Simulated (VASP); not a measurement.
# AlN (P1) in VASP: further runs, part 2 of 2

VASP 6.6.1. Earlier steps stand in the parts before.

### Step 5. Single point, PBEsol

This run uses another cell than the first one, of 10.77 Å³/atom.

The input, INCAR:

```
SYSTEM = AlN
  PREC = Accurate
  ENCUT = 520
  EDIFF = 1E-7
  ISMEAR = 0
  SIGMA = 0.05
  LREAL = .False.
  LASPH = .True.
  NELM = 60
  ALGO = Normal
  ISIF = 2
  LWAVE = .False.
  LCHARG = .True.
  GGA = PS
  LELF = .True.
  LVHAR = .True.
  NBANDS = 26
```

The input, KPOINTS:

```
regular mesh
0
Gamma
  8 8 3
  0 0 0
```

The input, POSCAR:

```
AlN
1.0
   -3.1135599822      0.0000000000      0.0000000000
   -1.5567799911     -2.6964220408      0.0000000000
   -0.6486583296     -1.1235091837     10.2667009506
Al N
4 4
Direct
    0.3333333333     -0.0325311684      0.8780748041
    0.3333333333      0.1697145229      0.3926851450
    0.6666666667      0.6041707019      0.1499903154
    0.6666666667      0.4019250106      0.6353799746
    0.3333333333      0.2947064524      0.0927045142
    0.3333333333      0.0924607611      0.5780941734
    0.6666666667      0.5269169401      0.3353993438
    0.6666666667      0.3246712488      0.8207890030
```

Run with:

```sh
$ cat potpaw_PBE.64/Al/POTCAR potpaw_PBE.64/N/POTCAR > POTCAR
$ mpirun -np 1 vasp_std > vasp.out
```

Wall time 6.2 min (1 thread of Intel Xeon 8259CL, shared host); peak memory 0.3 GiB.

It converged, with:

```
Free energy            : -61.2397 eV
Pressure               : -3.6 GPa
Largest force          : 1.061 eV/Å
Band gap on the k mesh : 3.00 eV
```

Forces on the atoms (eV/Å):
```
Al  -0.065 -0.530  0.916
Al   0.004  0.007 -0.455
Al  -0.173  0.141 -0.214
Al  -0.052  0.011 -0.469
N    0.601  0.257 -0.830
N   -0.015  0.010  0.402
N    0.049 -0.002  0.455
N   -0.349  0.107  0.195
```

Stress tensor (GPa, compression positive):
```
-2.06 -2.35  2.82
-2.35 -5.74  1.54
 2.82  1.54 -2.92
```

Levels at points of the mesh, in eV from the valence-band top:
```csv
k point,band 12,band 13,band 14,band 15,band 16,band 17,band 18,band 19,band 20,band 21
"(0.00, 0.00, 0.00)",-0.67,-0.66,-0.26,-0.10,0.00,3.00,5.51,5.76,6.43,8.55
"(0.50, 0.00, 0.00)",-2.07,-1.72,-1.46,-0.99,-0.75,3.87,4.39,5.05,5.65,6.47
"(0.00, 0.50, 0.00)",-2.01,-1.97,-1.50,-0.87,-0.47,3.27,4.85,5.27,5.65,6.15
"(0.50, 0.50, 0.00)",-2.01,-1.71,-1.50,-0.81,-0.38,3.23,4.49,5.36,5.82,6.64
```

Caveat: the cell stands under tension; the PAW data sets were made with another functional, which shifts forces and pressure a little; an odd mesh through Γ misses points on the zone boundary, where band edges can lie.

### Step 6. Single point, PBEsol

This run uses another cell than the first one, of 10.77 Å³/atom.

The input, INCAR:

```
ALGO = Normal
EDIFF = 1E-7
ENCUT = 520
GGA = PS
ISIF = 2
ISMEAR = 0
LASPH = T
LCHARG = F
LREAL = F
LWAVE = F
NBANDS = 26
NELM = 80
PREC = Accurate
SIGMA = 0.05
```

The input, KPOINTS:

```
k-points
0
Gamma
  8 8 3
```

The input, POSCAR:

```
AlN
1.0
   -3.1135599822      0.0000000000      0.0000000000
   -1.5567799911     -2.6964220408      0.0000000000
   -0.3891949978     -0.6741055102     10.2667009506
Al N
4 4
Direct
    0.3333333333      0.1138146323      0.8780748041
    0.3333333333      0.2351620471      0.3926851450
    0.6666666667      0.6291690878      0.1499903154
    0.6666666667      0.5078216730      0.6353799746
    0.3333333333      0.3101572048      0.0927045142
    0.3333333333      0.1888097900      0.5780941734
    0.6666666667      0.5828168307      0.3353993438
    0.6666666667      0.4614694159      0.8207890030
```

Potentials or basis: VASP PAW PBE potentials, release 64 (Al, N).

Run with:

```sh
$ cat potpaw_PBE.64/Al/POTCAR potpaw_PBE.64/N/POTCAR > POTCAR
$ mpirun -np 1 vasp_std > vasp.out
```

OUTCAR:

```text
EDIFF = 1E-7
   ENCUT = 520
   GGA = PS
   ISIF = 2
   ISMEAR = 0
   LASPH = T
   LREAL = F
   NELM = 80
   PREC = Accurate

 ion  position               nearest neighbor table
   1  0.333  0.114  0.878-   8 1.89   8 1.89   8 1.89   5 2.34   3 3.03   4 3.07   4 3.07   4 3.07

   2  0.333  0.235  0.393-   7 1.89   7 1.89   7 1.89   6 1.90   4 3.07   3 3.07   3 3.07   4 3.07
                             3 3.07   4 3.07
   3  0.667  0.629  0.150-   5 1.89   5 1.89   5 1.89   7 1.90   1 3.03   2 3.07   2 3.07   2 3.07

   4  0.667  0.508  0.635-   6 1.89   6 1.89   6 1.89   8 1.90   1 3.07   1 3.07   1 3.07   2 3.07
                             2 3.07   2 3.07
   5  0.333  0.310  0.093-   3 1.89   3 1.89   3 1.89   1 2.34
   6  0.333  0.189  0.578-   4 1.89   4 1.89   4 1.89   2 1.90
   7  0.667  0.583  0.335-   2 1.89   2 1.89   2 1.89   3 1.90
   8  0.667  0.461  0.821-   1 1.89   1 1.89   1 1.89   4 1.90

  LATTYP: Found a base centered monoclinic cell.
 ALAT       =     3.1135599822
 B/A-ratio  =     1.7320508076
 C/A-ratio  =     3.3068790408
 COS(beta)  =    -0.0755999832

  Lattice vectors:
[... 196 lines left out ...]
 Fermi energy:         6.3054006122

 k-point     1 :       0.0000    0.0000    0.0000
  band No.  band energies     occupation
      1      -9.4471      2.00000
      2      -8.6534      2.00000
      3      -8.1475      2.00000
      4      -7.0294      2.00000
      5      -0.2426      2.00000
      6       2.1581      2.00000
[... 685 lines left out ...]
     25      15.9633      0.00000
     26      16.6306      0.00000

 [... further k-points ...]

------------------------ aborting loop because EDIFF is reached ----------------------------------------

  FORCE on cell =-STRESS in cart. coord.  units (eV):
  Direction    XX          YY          ZZ          XY          YZ          ZX
  --------------------------------------------------------------------------------------
  -------------------------------------------------------------------------------------
  Total       -0.5485549     -1.9987260     -3.2222852     -0.5191017      2.1399967      1.6780847
  in kB      -10.1965833    -37.1524815    -59.8960998     -9.6491048     39.7784322     31.1923759
  external PRESSURE =     -35.7483882 kB  Pullay stress =       0.0000000 kB

 VOLUME and BASIS-vectors are now :
 -----------------------------------------------------------------------------
  energy-cutoff  :      520.00
  volume of cell :       86.19
      direct lattice vectors                 reciprocal lattice vectors
    -3.113559982  0.000000000  0.000000000    -0.321175762  0.185430913 -0.000000000
    -1.556779991 -2.696422041  0.000000000     0.000000000 -0.370861825 -0.024350568
    -0.389194998 -0.674105510 10.266700951     0.000000000  0.000000000  0.097402272

 POSITION                                       TOTAL-FORCE (eV/Angst)
 -----------------------------------------------------------------------------------
     -1.55678     -0.89881      9.01493        -0.351129     -0.842608      1.377134
     -1.55678     -0.89881      4.03158         0.006880      0.012014     -0.399154
     -3.11356     -1.79761      1.53991        -0.061129      0.127082     -0.438136
     -3.11356     -1.79761      6.52326        -0.034994     -0.013988     -0.409110
     -1.55678     -0.89881      0.95177         0.630752      0.723474     -1.224761
     -1.55678     -0.89881      5.93512        -0.006713      0.004668      0.368233
     -3.11356     -1.79761      3.44344         0.036446      0.024252      0.407277
     -3.11356     -1.79761      8.42680        -0.220113     -0.034894      0.318517
 -----------------------------------------------------------------------------------
    total drift:                               -0.000016     -0.000002     -0.000850

  FREE ENERGIE OF THE ION-ELECTRON SYSTEM (eV)
  ---------------------------------------------------
  free  energy   TOTEN  =       -61.7212725452 eV

  energy  without entropy=      -61.7212725452  energy(sigma->0) =      -61.72127255
```

It took 5.7 min on 1 thread of Intel Xeon 8259CL, shared host; peak memory 0.3 GiB.

Results:

| Item | Value |
| --- | --- |
| Free energy | -61.7213 eV |
| Pressure | -3.6 GPa |
| Largest force | 1.652 eV/Å |
| Band gap on the k mesh | 3.20 eV |

Forces on the atoms (eV/Å):
```
Al  -0.351 -0.843  1.377
Al   0.007  0.012 -0.399
Al  -0.061  0.127 -0.438
Al  -0.035 -0.014 -0.409
N    0.631  0.723 -1.225
N   -0.007  0.005  0.368
N    0.036  0.024  0.407
N   -0.220 -0.035  0.319
```

Caveat: the cell stands under tension; the PAW data sets were made with another functional, which shifts forces and pressure a little; an odd mesh through Γ misses points on the zone boundary, where band edges can lie.

### Step 7. Single point, PBEsol

This run uses another cell than the first one, of 10.77 Å³/atom.

The input, INCAR:

```
  ALGO = Normal
  EDIFF = 1E-6
  ENCUT = 520
  GGA = PS
  ISIF = 2
  ISMEAR = 0
  LASPH = T
  LCHARG = T
  LELF = T
  LREAL = F
  LVHAR = T
  LWAVE = F
  NBANDS = 26
  NELM = 80
  PREC = Accurate
  SIGMA = 0.05
```

KPOINTS is that of step 6.

The input, POSCAR:

```
AlN
1.0
   -3.1135599822      0.0000000000      0.0000000000
   -1.5567799911     -2.6964220408      0.0000000000
   -0.1297316659     -0.2247018367     10.2667009506
Al N
4 4
Direct
    0.3333333333      0.2601604330      0.8780748041
    0.3333333333      0.3006095713      0.3926851450
    0.6666666667      0.6541674737      0.1499903154
    0.6666666667      0.6137183355      0.6353799746
    0.3333333333      0.3256079571      0.0927045142
    0.3333333333      0.2851588189      0.5780941734
    0.6666666667      0.6387167213      0.3353993438
    0.6666666667      0.5982675831      0.8207890030
```

Run with:

```sh
$ cat potpaw_PBE.64/Al/POTCAR potpaw_PBE.64/N/POTCAR > POTCAR
$ mpirun -np 1 vasp_std > vasp.out
```

Run time: 5.1 min. Hardware: 1 thread of Intel Xeon 8259CL, shared host; peak memory 0.3 GiB.

It converged, with:

| Property | Result |
| --- | --- |
| Free energy | -62.1629 eV |
| Pressure | -3.6 GPa |
| Largest force | 1.818 eV/Å |
| Band gap on the k mesh | 3.46 eV |

Forces in eV/Å, atoms in the order of the input:
```
Al  -0.195 -0.371  1.769
Al   0.003  0.005 -0.344
Al   0.007  0.044 -0.668
Al  -0.009 -0.010 -0.347
N    0.234  0.360 -1.510
N   -0.001  0.001  0.331
N    0.011  0.014  0.357
N   -0.050 -0.043  0.412
```

Stress tensor (GPa, compression positive):
```
-0.65 -0.02  1.22
-0.02 -1.34  1.96
 1.22  1.96 -8.66
```

Levels at points of the mesh, in eV from the valence-band top:
| k point | band 14 | band 15 | band 16 | band 17 | band 18 | band 19 |
| --- | --- | --- | --- | --- | --- | --- |
| (0.00, 0.00, 0.00) | -0.28 | -0.03 | 0.00 | 3.46 | 5.77 | 6.02 |
| (0.50, 0.00, 0.00) | -1.48 | -1.23 | -0.70 | 4.54 | 4.70 | 5.31 |
| (0.00, 0.50, 0.00) | -1.48 | -1.20 | -0.70 | 4.38 | 4.80 | 5.27 |
| (0.50, 0.50, 0.00) | -1.48 | -1.17 | -0.72 | 4.56 | 4.63 | 5.40 |

Caveat: the cell stands under tension; the PAW data sets were made with another functional, which shifts forces and pressure a little.

### Step 8. Summary

| cell | gap on the mesh (eV) | pressure (GPa) | largest force (eV/Å) |
| --- | --- | --- | --- |
| a = 3.114, b = 3.114, c = 11.215 Å, angles 84.7, 87.3, 60.0°, 8 atoms | 0.32 | -3.9 | 2.21 |
| a = 3.114, b = 3.114, c = 10.319 Å, angles 84.2, 87.1, 60.0°, 8 atoms | 3.08 | -3.6 | 1.40 |
| a = 3.114, b = 3.114, c = 10.280 Å, angles 87.1, 88.6, 60.0°, 8 atoms | 3.34 | -3.6 | 1.78 |
| a = 3.114, b = 3.114, c = 10.348 Å, angles 82.8, 86.4, 60.0°, 8 atoms | 3.00 | -3.6 | 1.06 |
| a = 3.114, b = 3.114, c = 10.296 Å, angles 85.7, 87.8, 60.0°, 8 atoms | 3.20 | -3.6 | 1.65 |
| a = 3.114, b = 3.114, c = 10.270 Å, angles 88.6, 89.3, 60.0°, 8 atoms | 3.46 | -3.6 | 1.82 |

Alike in all rows: task single point; level PBEsol; potentials or basis VASP PAW PBE potentials, release 64 (Al, N); no spin polarisation; k mesh 8 × 8 × 3; cutoff (eV) 520; smearing gaussian 0.05 eV.

Caveats: the cell stands under tension; the PAW data sets were made with another functional, which shifts forces and pressure a little; an odd mesh through Γ misses points on the zone boundary, where band edges can lie (at least some runs).

Absolute energies hang on the potentials; compare differences alone.
